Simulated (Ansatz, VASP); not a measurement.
Two plane-wave programs on Ta

INCAR

```
  ALGO = Fast
  EDIFF = 1E-6
  ENCUT = 520
  GGA = PS
  ISIF = 2
  ISMEAR = 0
  LASPH = T
  LCHARG = T
  LELF = T
  LREAL = F
  LVHAR = T
  LWAVE = F
  NBANDS = 12
  NELM = 60
  PREC = Accurate
  SIGMA = 0.15
```

Contents of KPOINTS:

```
k-points
0
Gamma
  22 22 22
```

File POSCAR:

```
Ta
1.0
   -1.8535924404      1.8535924404      1.3104898553
    1.8535924404     -1.8535924404      1.3104898553
    1.8535924404      1.8535924404     -1.3104898553
Ta
1
Direct
    0.0000000000      0.0000000000      0.0000000000
```

Input for Ansatz:

```yaml
crystal:
  lattice:
    - [-1.8535924404, 1.8535924404, 1.3104898553]
    - [1.8535924404, -1.8535924404, 1.3104898553]
    - [1.8535924404, 1.8535924404, -1.3104898553]
  atoms:
    - { symbol: Ta, position: [0.0, 0.0, 0.0] }
basis:
  ecutwfc: 420
kpoints:
  mp_grid: { grid: [22, 22, 22] }
hamiltonian:
  xc: pbesol
scf:
  occupations: { method: gaussian, width: 0.15 }
output:
  forces: true
  stress: true
  eigenvalues: true
  write_density: true
  write_potential: true
  elf: true
  volumetric_format: npy
```

Alike in both runs: task single point; functional PBEsol; k mesh 22 × 22 × 22; occupations gaussian, width 0.15 eV; no spin polarisation.

```csv
,VASP,Ansatz
version,VASP 6.6.1,Ansatz 0.2.0
potentials or method,"VASP PAW PBE potentials, release 64 (Ta_pv), cutoff 520 eV","scalar-relativistic, plane waves, PAW"
valence electrons in the cell,11,13
```

|  | VASP | Ansatz | Ansatz less VASP |
| --- | --- | --- | --- |
| gap on the k mesh at the Fermi level (eV) | none | none | - |
| pressure (GPa) | 4.5 | 4.3 | -0.28 |
| traceless stress, the component that is largest in VASP (GPa) | 15.07 | 14.88 | -0.184 |

VASP's potentials were made for PBE, not for PBEsol. A gap of «none» marks a metal or a gap that the smearing closes. The functional is the same, so the differences come from potentials, cutoffs and numerics. VASP's potentials hold 11 valence electrons a cell and Ansatz's 13, so a difference there can come from the potentials and not from the codes.

Neither program's run includes spin-orbit coupling.
